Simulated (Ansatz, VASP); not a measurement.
**Ta2W: VASP beside Ansatz**

The input INCAR:

```
ALGO = Normal
DIPOL = 0.5 0.5 0.500
EDIFF = 1E-6
ENCUT = 400
GGA = PE
GGA_COMPAT = False
IDIPOL = 3
ISIF = 2
ISMEAR = -1
LASPH = True
LCHARG = False
LDIPOL = True
LREAL = False
LWAVE = False
NBANDS = 25
NELM = 120
NELMDL = -8
PREC = Accurate
SIGMA = 0.1
```

Contents of KPOINTS:

```
k-points
0
Gamma
  13 13 1
```

File POSCAR:

```
Ta2W
1.0
    2.8752873597      0.0000000000      0.0000000000
   -0.9584291199      2.7108469199      0.0000000000
    0.0000000000      0.0000000000     20.6953000000
Ta W
2 1
Direct
    0.0000000000      0.0000000000      0.3903954831
    0.0000000000      0.0000000000      0.6096045260
    0.5000000000      0.5000000000      0.4999999909
```

Input for Ansatz:

```yaml
crystal:
  lattice:
    - [2.8752873597, 0.0, 0.0]
    - [-0.9584291199, 2.7108469199, 0.0]
    - [0.0, 0.0, 20.6953]
  atoms:
    - { symbol: Ta, position: [0.0, 0.0, 0.3903954831] }
    - { symbol: W, position: [0.5, 0.5, 0.4999999909] }
    - { symbol: Ta, position: [0.0, 0.0, 0.609604526] }
kpoints:
  mp_grid: { grid: [13, 13, 1] }
scf:
  occupations: { method: fermi_dirac, width: 0.1 }
hamiltonian:
  xc: pbe
  pseudopotentials: { kind: all_electron, lapw: { basis_error: 0.001 } }
output:
  forces: true
  stress: true
  eigenvalues: true
efield:
  axis: 3
  amplitude: 0
  dipole_correction: true
```

Alike in both runs: task single point; functional PBE; k mesh 13 × 13 × 1; occupations fermi-dirac, width 0.1 eV; no spin polarisation.

|  | VASP | Ansatz |
| --- | --- | --- |
| version | VASP 6.6.1 | Ansatz 0.2.0 |
| potentials or method | VASP PAW PBE potentials, release 64 (Ta_pv, W_sv), cutoff 400 eV | all-electron LAPW, scalar-relativistic |

```tsv
	VASP	Ansatz	Ansatz less VASP
rms of the force components (eV/Å)	0.295	0.295	+0.0008
```

Ansatz ran all-electron here, and VASP with PAW potentials.

Neither program's run includes spin-orbit coupling.
